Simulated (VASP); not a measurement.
Crystal: TeP2.

```
Te P
1.0
     4.22080    0.00000    0.00000
    -2.11040    3.65532    0.00000
     0.00000    0.00000    4.54885
Te P
1 2
Direct
  0.00000 0.00000 0.00000
  0.33333 0.66667 0.50000
  0.66667 0.33333 0.50000
```

| Property | Result |
| --- | --- |
| Program | VASP 6.6.1 |
| Task | relaxation of cell and atoms |
| Functional | PBE |
| Potentials or basis | VASP PAW PBE potentials, release 64 (Te, P) |
| Cutoff | 600 eV |
| k mesh | 6 × 6 × 4 |
| Occupations | gaussian, width 0.1 eV |
| Spin | no spin polarisation |

At the start: pressure -5.7 GPa; volume 23.39 Å³/atom.

Q: Where does the relaxation end?

A: Over 9 steps the energy falls by 69.5 meV/atom and the volume is 20.35 Å³/atom (-13.0 %); space group P6/mmm (No. 191, to 0.05 Å).

Step by step:
```csv
step,energy change (eV),largest force (eV/Å),pressure (GPa),volume (Å³)
1,0.0000,0.0000,-5.70,70.18
2,-0.1674,0.0000,-0.07,62.06
3,-0.1678,0.0000,0.23,61.71
4,-0.1941,0.0000,0.29,61.18
5,-0.2053,0.0000,0.60,60.66
6,-0.2066,0.0000,0.77,60.41
7,-0.2066,0.0000,0.80,60.36
8,-0.2077,0.0000,-0.48,61.49
9,-0.2084,0.0000,-0.01,61.06
```

Final structure:
```
Te P
1.0
     4.14732    0.00000    0.00000
    -2.07366    3.59169    0.00000
     0.00000    0.00000    4.09889
Te P
1 2
Direct
  0.00000 0.00000 0.00000
  0.33333 0.66667 0.50000
  0.66667 0.33333 0.50000
```
